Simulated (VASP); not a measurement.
CuO (CsCl type): density of states with PBE

The system is CuO (CsCl type).

```
Cu O
1.0
     2.63683    0.00000    0.00000
     0.00000    2.63683    0.00000
     0.00000    0.00000    2.63683
Cu O
1 1
Direct
  0.00000 0.00000 0.00000
  0.50000 0.50000 0.50000
```

* Program: VASP 6.6.1
* Task: density of states
* Functional: PBE
* Potentials or basis: VASP PAW PBE potentials, release 64 (Cu, O)
* Cutoff: 520 eV
* k mesh: 12 × 12 × 12
* Occupations: fermi-dirac, width 0.08 eV
* Spin: no spin polarisation
* Dipole correction: no
* k mesh for the DOS: 18 × 18 × 18
* Occupations for the DOS: tetrahedron
* Further INCAR settings: ALGO = Normal; EDIFF = 1e-06

```
Valence electrons inside the program's atomic spheres : Cu 9.74; O 4.87
```

Levels at points of the mesh, in eV from the Fermi level:
```tsv
k point	band 7	band 8	band 9	band 10	band 11	band 12
(0.00, 0.00, 0.00)	-1.56	-1.56	-1.56	0.73	15.70	15.70
(0.50, 0.00, 0.00)	-1.11	0.41	0.41	6.44	7.85	17.62
(0.50, 0.50, 0.00)	-2.00	-1.14	-0.86	5.20	11.32	11.32
(0.50, 0.50, 0.50)	0.30	0.30	0.30	7.04	7.04	7.04
```

It used 71 s of CPU time on 1 thread of AMD EPYC 7R13 Processor (Zen 3), with other jobs on the host.

Caveat: an odd number of electrons without spin polarisation forces a metal; a magnetic or distorted state may lie lower; semilocal functionals often make such compounds metallic where correlation or magnetic order opens a gap, which also shifts bond lengths.
